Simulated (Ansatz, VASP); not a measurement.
# Gd: VASP beside Ansatz

INCAR

```
SYSTEM = Gd
PREC = Accurate
ENCUT = 520
EDIFF = 1E-6
ISMEAR = 0
SIGMA = 0.02
LREAL = .False.
LASPH = .True.
NELM = 150
ALGO = Normal
ISIF = 2
LWAVE = .False.
LCHARG = .False.
ISPIN = 2
MAGMOM = 7 7
LORBIT = 11
LMAXMIX = 6
GGA = PE
NBANDS = 29
```

Contents of KPOINTS:

```
regular mesh
0
Gamma
  8 8 5
  0 0 0
```

File POSCAR:

```
Gd
1.0
    3.6360000000      0.0000000000      0.0000000000
   -1.8180000000      3.1488683682      0.0000000000
    0.0000000000      0.0000000000      5.7826000000
Gd
2
Direct
    0.6666666667      0.3333333333      0.7500000000
    0.3333333333      0.6666666667      0.2500000000
```

The input input.yaml:

```yaml
crystal:
  lattice:
    - [3.636, 0.0, 0.0]
    - [-1.818, 3.1488683682, 0.0]
    - [0.0, 0.0, 5.7826]
  atoms:
    - { symbol: Gd, position: [0.6666666667, 0.3333333333, 0.75], spin: 7.0 }
    - { symbol: Gd, position: [0.3333333333, 0.6666666667, 0.25], spin: 7.0 }
kpoints:
  mp_grid: { grid: [8, 8, 5] }
scf:
  occupations: { method: gaussian, width: 0.02 }
hamiltonian:
  xc: pbe
  pseudopotentials: { kind: all_electron, lapw: { basis_error: 0.001 } }
magnetization:
  spin_polarized: true
output:
  forces: true
  stress: true
  eigenvalues: true
```

Alike in both runs: task single point; functional PBE; k mesh 8 × 8 × 5; occupations gaussian, width 0.02 eV; collinear spin.

|  | VASP | Ansatz |
| --- | --- | --- |
| version | VASP 6.6.1 | Ansatz 0.2.0 |
| potentials or method | VASP PAW PBE potentials, release 64 (Gd), cutoff 520 eV | all-electron LAPW, scalar-relativistic |

|  | VASP | Ansatz | Ansatz less VASP |
| --- | --- | --- | --- |
| gap on the k mesh at the Fermi level (eV) | none | none | - |
| pressure (GPa) | 1.3 | 0.6 | -0.75 |
| traceless stress, the component that is largest in VASP (GPa) | 0.30 | 0.25 | -0.049 |
| net moment per atom (μB) | 7.59 | 7.60 | +0.001 |
| size of the moment on the site where the two differ most (μB) | 6.98 | 7.45 | +0.465 |

Site moments also hang on the region over which each program counts them. A gap of «none» marks a metal or a gap that the smearing closes. Ansatz ran all-electron here, and VASP with PAW potentials.

Neither program's run includes spin-orbit coupling. Noted on Ansatz's run: the open f shell may have settled in a state that isn't the lowest.
